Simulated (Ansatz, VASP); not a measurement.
**One calculation of BaTiO3, two programs**

POSCAR

```
BaTiO3
1.0
    3.7584693095      0.0000000000      0.0000000000
    0.0000000000      3.7584693095      0.0000000000
    0.0000000000      0.0000000000      4.5103147410
Ba Ti O
1 1 3
Direct
    0.0000000000      0.0000000000      0.0000000000
    0.5000000000      0.5000000000      0.5000000000
    0.5000000000      0.5000000000      0.0000000000
    0.5000000000      0.0000000000      0.5000000000
    0.0000000000      0.5000000000      0.5000000000
```

The input INCAR.step1:

```
SYSTEM = BaTiO3
PREC = Accurate
ENCUT = 520
ISMEAR = 0
SIGMA = 0.05
LREAL = .FALSE.
LASPH = .TRUE.
NELM = 60
NBANDS = 28
GGA = PE
ALGO = Normal
EDIFF = 1E-4
LWAVE = .TRUE.
LCHARG = .FALSE.
```

Contents of INCAR.step2:

```
SYSTEM = BaTiO3
PREC = Accurate
ENCUT = 520
EDIFF = 1E-6
ISMEAR = 0
SIGMA = 0.05
LREAL = .FALSE.
LASPH = .TRUE.
NELM = 60
ALGO = Normal
ISIF = 2
LWAVE = .FALSE.
LCHARG = .FALSE.
METAGGA = R2SCAN
LMIXTAU = .TRUE.
NBANDS = 28
ISTART = 1
```

The input KPOINTS:

```
regular mesh
0
G
  8 8 8
  0 0 0
```

Input for Ansatz:

```yaml
crystal:
  lattice:
    - [3.7584693095, 0.0, 0.0]
    - [0.0, 3.7584693095, 0.0]
    - [0.0, 0.0, 4.510314741]
  atoms:
    - { symbol: Ba, position: [0.0, 0.0, 0.0] }
    - { symbol: Ti, position: [0.5, 0.5, 0.5] }
    - { symbol: O, position: [0.5, 0.5, 0.0] }
    - { symbol: O, position: [0.5, 0.0, 0.5] }
    - { symbol: O, position: [0.0, 0.5, 0.5] }
basis:
  ecutwfc: 500
kpoints:
  mp_grid: { grid: [8, 8, 8] }
hamiltonian:
  xc: r2scan
scf:
  occupations: { method: gaussian, width: 0.05 }
output:
  forces: true
  stress: true
  eigenvalues: true
```

Alike in both runs: task single point; functional r2SCAN; k mesh 8 × 8 × 8; occupations gaussian, width 0.05 eV; no spin polarisation.

```csv
,VASP,Ansatz
version,VASP 6.6.1,Ansatz 0.2.0
potentials or method,"VASP PAW PBE potentials, release 64 (Ba_sv, Ti_sv, O), cutoff 520 eV","scalar-relativistic, plane waves, PAW"
valence electrons in the cell,40,40
```

|  | VASP | Ansatz | Ansatz less VASP |
| --- | --- | --- | --- |
| gap on the k mesh at the Fermi level (eV) | 1.84 | 1.85 | +0.009 |
| least direct gap on the mesh (eV) | 2.10 | 2.13 | +0.023 |
| pressure (GPa) | 10.5 | 8.3 | -2.20 |
| traceless stress, the component that is largest in VASP (GPa) | -23.44 | -22.33 | +1.114 |

VASP's potentials were made for PBE, not for r2SCAN.

Neither program's run includes spin-orbit coupling.
